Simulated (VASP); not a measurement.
Write the native input for VASP 6.6.1 that does the following.

```yaml
Task: single point
Functional: PBE
Potentials_or_basis: VASP PAW PBE potentials, release 64 (K_sv, Cl)
Cutoff: 520 eV
k_mesh: 7 × 7 × 7
Occupations: fermi-dirac, width 0.03 eV
Spin: no spin polarisation
Dipole_correction: no
Further_INCAR_settings: ALGO = Normal; EDIFF = 1e-07; NBANDS = 15
```

The structure of KCl lies in POSCAR:

```
KCl
1.0
    0.0631220000      3.1876610000      3.1876610000
    3.1876610000      0.0631220000      3.1876610000
    3.1876610000      3.1876610000      0.0631220000
K Cl
1 1
Direct
    0.0000000000      0.0000000000      0.0000000000
    0.5000000000      0.5000000000      0.5000000000
```

This cell differs from its parent crystal: equal xy, yz and zx shear strains of +2 %.

The input as run:

INCAR

```
PREC = Accurate
ENCUT = 520
EDIFF = 1E-7
ISMEAR = -1
SIGMA = 0.03
LREAL = False
LASPH = True
NELM = 100
ALGO = Normal
ISIF = 2
LWAVE = False
LCHARG = True
GGA = PE
LELF = True
LVHAR = True
NBANDS = 15
```

KPOINTS

```
Automatic mesh
0
Gamma
  7 7 7
```

Potentials or basis: VASP PAW PBE potentials, release 64 (K_sv, Cl).

Launch:

```sh
$ cat potpaw_PBE.64/K_sv/POTCAR potpaw_PBE.64/Cl/POTCAR > POTCAR
$ mpirun -np 1 vasp_std > vasp.out
```

Results of the run:

```yaml
Pressure: 0.6 GPa
Band_gap_on_the_k_mesh: 5.13 eV, direct
```

Caveat: the cell differs from its parent crystal (equal xy, yz and zx shear strains of +2 %).

Run time: 65 s on 1 thread of AMD EPYC 7R43 64-Core Processor (Zen 3) (shared host), peak memory 0.18 GiB.
